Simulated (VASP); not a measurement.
A run of VASP 6.6.1:

Contents of POSCAR:

```
PbS
1.0
    5.0259160400      0.0000000000      0.0000000000
   -2.5129580200      4.3525709679      0.0000000000
    0.0000000000      0.0000000000      6.0381152272
Pb S
2 2
Direct
    0.3333333333      0.6666666667      0.2500000000
    0.6666666667      0.3333333333      0.7500000000
    0.6666666667      0.3333333333      0.2500000000
    0.3333333333      0.6666666667      0.7500000000
```

File INCAR.step1:

```
ALGO = Normal
EDIFF = 1E-5
EDIFFG = -0.005
ENCUT = 550
GGA = PE
GGA_COMPAT = False
IBRION = 2
ISIF = 3
ISMEAR = -1
LASPH = True
LCHARG = False
LREAL = False
LWAVE = True
NELM = 120
NELMIN = 4
NSW = 100
PREC = Accurate
SIGMA = 0.02
```

INCAR.step2

```
ALGO = Normal
EDIFF = 1E-7
EDIFFG = -0.005
ENCUT = 550
GGA_COMPAT = False
IBRION = 2
ISIF = 3
ISMEAR = -1
ISTART = 1
LASPH = True
LCHARG = False
LMIXTAU = True
LREAL = False
LWAVE = False
METAGGA = R2SCAN
NELM = 120
NELMIN = 4
NSW = 80
PREC = Accurate
SIGMA = 0.02
```

The input KPOINTS:

```
k-points
0
Gamma
  6 6 4
```

Potentials or basis: VASP PAW PBE potentials, release 64 (Pb_d, S).

Command:

```sh
$ cat potpaw_PBE.64/Pb_d/POTCAR potpaw_PBE.64/S/POTCAR > POTCAR
$ cp INCAR.step1 INCAR
$ mpirun -np 1 vasp_std > vasp.out
$ cp INCAR.step2 INCAR
$ mpirun -np 1 vasp_std > vasp.out
```

Hardware: 1 thread of Intel(R) Xeon(R) Platinum 8488C (Sapphire Rapids), with other jobs on the host.

Problem. Estimate the wall time of this run.

Solution. Wall time 15 min on 1 thread of Intel(R) Xeon(R) Platinum 8488C (Sapphire Rapids), on a shared host, peak memory 0.32 GiB. Counts: k points 21, ion steps 3.
